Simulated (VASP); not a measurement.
A run of VASP 6.6.1:

Contents of INCAR:

```
SYSTEM = KGe5
  ALGO = Normal
  EDIFF = 1E-6
  EDIFFG = -0.04
  ENCUT = 600
  GGA = PE
  IBRION = 2
  ISIF = 3
  ISMEAR = 0
  LASPH = .TRUE.
  LCHARG = .FALSE.
  LREAL = .FALSE.
  LWAVE = .FALSE.
  NELM = 80
  NSW = 90
  PREC = Accurate
  SIGMA = 0.1
```

File KPOINTS:

```
k-points
0
G
  4 4 4
  0 0 0
```

File POSCAR:

```
KGe5
1.0
   -2.8471495000      2.8471495000      4.7997514800
    2.8471495000     -2.8471495000      4.7997514800
    2.8471495000      2.8471495000     -4.7997514800
K Ge
1 5
Direct
    0.5000000000      0.5000000000      0.0000000000
    0.0000000000      0.0000000000      0.0000000000
    0.9937702400      0.7877773100      0.2059929300
    0.2122226900      0.4182156200      0.2059929300
    0.2122226900      0.0062297600      0.7940070700
    0.5817843800      0.7877773100      0.7940070700
```

Potentials or basis: VASP PAW PBE potentials, release 64 (K_sv, Ge_d).

Run with:

```sh
$ cat potpaw_PBE.64/K_sv/POTCAR potpaw_PBE.64/Ge_d/POTCAR > POTCAR
$ mpirun -np 1 vasp_std > vasp.out
```

Hardware: 1 thread of Intel(R) Xeon(R) Platinum 8488C (Sapphire Rapids), on a shared host.

Problem. How long does it take, and how much memory?

Solution. Run time: 14 min on 1 thread of Intel(R) Xeon(R) Platinum 8488C (Sapphire Rapids), with other jobs on the host, peak memory 0.42 GiB. Counts: scf iterations 101, k points 13, ion steps 10.
